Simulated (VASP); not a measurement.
A run of VASP 6.6.1 is set up as follows.

Contents of INCAR:

```
PREC     = Accurate       # precision mode
ENCUT    = 520            # plane-wave cutoff, eV
EDIFF    = 1E-6           # SCF threshold, eV
ISMEAR   = 0              # smearing method
SIGMA    = 0.05           # smearing width, eV
LREAL    = F              # projectors in reciprocal space
LASPH    = T              # aspherical terms in the spheres
NELM     = 80             # most SCF steps
ALGO     = Normal         # electronic algorithm
ISIF     = 2              # what is computed and relaxed
LWAVE    = F              # write WAVECAR
LCHARG   = F              # write CHGCAR
GGA      = PE             # functional
NBANDS   = 45             # bands
```

KPOINTS

```
Automatic mesh
0
Gamma
  6 6 6
```

POSCAR

```
LiNbO3
1.0
    2.6115578418      1.5077836230      4.5982666595
   -2.6115578418      1.5077836230      4.5982666595
    0.0000000000     -3.0155672459      4.5982666595
Li Nb O
2 2 6
Direct
    0.2594238409      0.2594238409      0.2594238409
    0.7594238409      0.7594238409      0.7594238409
    0.0026966405      0.0026966405      0.0026966405
    0.5026966405      0.5026966405      0.5026966405
    0.1238433207      0.3630920843      0.7433173276
    0.7433173276      0.1238433207      0.3630920843
    0.3630920843      0.7433173276      0.1238433207
    0.8630920843      0.6238433207      0.2433173276
    0.2433173276      0.8630920843      0.6238433207
    0.6238433207      0.2433173276      0.8630920843
```

Potentials or basis: VASP PAW PBE potentials, release 64 (Li_sv, Nb_sv, O).

The run is started by

```sh
$ cat potpaw_PBE.64/Li_sv/POTCAR potpaw_PBE.64/Nb_sv/POTCAR potpaw_PBE.64/O/POTCAR > POTCAR
$ mpirun -np 1 vasp_std > vasp.out
```

Q: Estimate the largest force.

A: 0.291 eV/Å.

Q: Predict the band gap on the k mesh.

A: 2.85 eV, indirect (least direct gap 2.94 eV).

Forces on the atoms (eV/Å):
```
Li   0.000  0.000  0.138
Li   0.000  0.000  0.138
Nb   0.000  0.000  0.291
Nb   0.000  0.000  0.291
O   -0.051  0.084 -0.143
O   -0.048 -0.086 -0.143
O    0.098  0.002 -0.143
O    0.051  0.084 -0.143
O   -0.098  0.002 -0.143
O    0.048 -0.086 -0.143
```

Caveat: the cell differs from its parent crystal (mode 1 (-212.2 1/cm) frozen in, largest displacement -0.130 Å). A k mesh can miss the band edges.
